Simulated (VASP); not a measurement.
Here is a VASP 6.6.1 calculation.

The input POSCAR:

```
GaSb
1.0
    0.0000000000      3.0658787993      3.0658787993
    3.0658787993      0.0000000000      3.0658787993
    3.0658787993      3.0658787993      0.0000000000
Ga Sb
1 1
Direct
    0.0000000000      0.0000000000      0.0000000000
    0.2500000000      0.2500000000      0.2500000000
```

INCAR.step1

```
PREC     = Accurate       # precision mode
ENCUT    = 520            # plane-wave cutoff, eV
ISMEAR   = -1             # smearing method
SIGMA    = 0.02           # smearing width, eV
LREAL    = F              # projectors in reciprocal space
LASPH    = T              # aspherical terms in the spheres
NELM     = 100            # most SCF steps
NBANDS   = 16             # bands
GGA      = PE             # functional
ALGO     = Normal         # electronic algorithm
EDIFF    = 1E-4           # SCF threshold, eV
LWAVE    = T              # write WAVECAR
LCHARG   = F              # write CHGCAR
```

The input INCAR.step2:

```
PREC     = Accurate       # precision mode
ENCUT    = 520            # plane-wave cutoff, eV
EDIFF    = 1E-7           # SCF threshold, eV
ISMEAR   = -1             # smearing method
SIGMA    = 0.02           # smearing width, eV
LREAL    = F              # projectors in reciprocal space
LASPH    = T              # aspherical terms in the spheres
NELM     = 100            # most SCF steps
ALGO     = Normal         # electronic algorithm
ISIF     = 2              # what is computed and relaxed
LWAVE    = F              # write WAVECAR
LCHARG   = F              # write CHGCAR
METAGGA  = R2SCAN         # meta-GGA
LMIXTAU  = T            
NBANDS   = 16             # bands
ISTART   = 1
```

The input KPOINTS:

```
regular mesh
0
Gamma
  6 6 6
```

Potentials or basis: VASP PAW PBE potentials, release 64 (Ga_d, Sb).

Launch:

```sh
$ cat potpaw_PBE.64/Ga_d/POTCAR potpaw_PBE.64/Sb/POTCAR > POTCAR
$ cp INCAR.step1 INCAR
$ mpirun -np 1 vasp_std > vasp.out
$ cp INCAR.step2 INCAR
$ mpirun -np 1 vasp_std > vasp.out
```

(1) What does it give for the pressure?

(2) Estimate the band gap on the k mesh.

Answers

(1) 0.1 GPa.

(2) 0.40 eV, direct.

Caveat: the PAW data sets were made with another functional, which shifts forces and pressure a little; spin-orbit coupling is left out, which moves the levels of the heavy elements.
